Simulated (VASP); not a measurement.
Wanted: the native input for a VASP 6.6.1 run.

| Quantity | Value |
| --- | --- |
| Task | relaxation of cell and atoms |
| Functional | PBE |
| Potentials or basis | VASP PAW PBE potentials, release 64 (Si) |
| Cutoff | 600 eV |
| k mesh | 6 × 6 × 6 |
| Occupations | gaussian, width 0.1 eV |
| Spin | no spin polarisation |
| Dipole correction | no |
| Further INCAR settings | ALGO = Normal; EDIFF = 1e-06; IBRION = 2; EDIFFG = -0.04; NSW = 90; ISIF = 3 |

The structure of Si lies in POSCAR:

```
Si
1.0
   -3.3327571100      3.3327571100      1.9929948100
    3.3327571100     -3.3327571100      1.9929948100
    3.3327571100      3.3327571100     -1.9929948100
Si
6
Direct
    0.5000000000      0.5000000000      0.0000000000
    0.2500000000      0.7500000000      0.5000000000
    0.8251750700      0.6250000000      0.7001750700
    0.9248249300      0.1250000000      0.2998249300
    0.3750000000      0.1748249300      0.2998249300
    0.8750000000      0.0751750700      0.7001750700
```

The cell was built from a structure type or drawn by symmetry, and may not be a known phase.

The input as run:

INCAR

```
PREC = Accurate ; ENCUT = 600
EDIFF = 1E-6 ; ISMEAR = 0
SIGMA = 0.1 ; LREAL = False
LASPH = True ; NELM = 60
ALGO = Normal ; ISIF = 3
LWAVE = False ; LCHARG = False
GGA = PE ; IBRION = 2
NSW = 90 ; EDIFFG = -0.04
```

KPOINTS

```
regular mesh
0
Gamma
  6 6 6
```

Potentials or basis: VASP PAW PBE potentials, release 64 (Si).

Launch:

```bash
$ cat potpaw_PBE.64/Si/POTCAR > POTCAR
$ mpirun -np 1 vasp_std > vasp.out
```

It gave:

```yaml
Relaxed_volume: 17.99 Å³/atom
Relaxed_cell: a = 5.484 Å, b = 5.484 Å, c = 5.484 Å, α = 98.47°, β = 98.47°, γ = 134.86°
Space_group_after_relaxing_to_0.1_Å: I4_122 (No. 98)
Energy_gained_by_relaxing: 362.8 meV/atom
Ionic_steps: 5
Pressure_after_relaxing: 0.0 GPa
Band_gap_on_the_k_mesh: zero (bands 12 and 13 overlap by 2.52 eV)
```

Caveat: the volume moved by over 15 % at a fixed basis, so the end points are rough.

Wall time 110 s on 1 thread of AMD EPYC 9R45 96-Core Processor (Zen 5), on a shared host, peak memory 0.23 GiB.
